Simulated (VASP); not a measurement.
A run of VASP 6.6.1 is set up as follows.

Contents of INCAR:

```
PREC     = Accurate       # precision mode
ENCUT    = 520            # plane-wave cutoff, eV
EDIFF    = 1E-7           # SCF threshold, eV
ISMEAR   = 0              # smearing method
SIGMA    = 0.01           # smearing width, eV
LREAL    = F              # projectors in reciprocal space
LASPH    = T              # aspherical terms in the spheres
NELM     = 60             # most SCF steps
ALGO     = Normal         # electronic algorithm
ISIF     = 2              # what is computed and relaxed
LWAVE    = F              # write WAVECAR
LCHARG   = F              # write CHGCAR
GGA      = PE             # functional
NBANDS   = 16             # bands
```

Contents of KPOINTS:

```
Automatic mesh
0
Gamma
  4 4 2
```

File POSCAR:

```
AlBP2
1.0
    3.6048368356      0.0000000000      0.0000000000
    0.0000000000      3.6048368356      0.0000000000
    0.0000000000      0.0000000000      5.3818702307
B P Al
1 2 1
Direct
    0.0000000000      0.0000000000      0.0000000000
    0.0000000000      0.5000000000      0.2091361162
    0.5000000000      0.0000000000      0.7908638838
    0.5000000000      0.5000000000      0.5000000000
```

Potentials or basis: VASP PAW PBE potentials, release 64 (B, P, Al).

Launch:

```sh
$ cat potpaw_PBE.64/B/POTCAR potpaw_PBE.64/P/POTCAR potpaw_PBE.64/Al/POTCAR > POTCAR
$ mpirun -np 1 vasp_std > vasp.out
```

Task: Predict the largest force.

Result: 0.005 eV/Å.

Task: What does it give for the pressure?

Result: -7.8 GPa.

Forces on the atoms (eV/Å):
```
B    0.000  0.000  0.000
P    0.000  0.000  0.005
P    0.000  0.000 -0.005
Al   0.000  0.000  0.000
```

Caveat: the k points lie up to 0.58 Å⁻¹ apart.
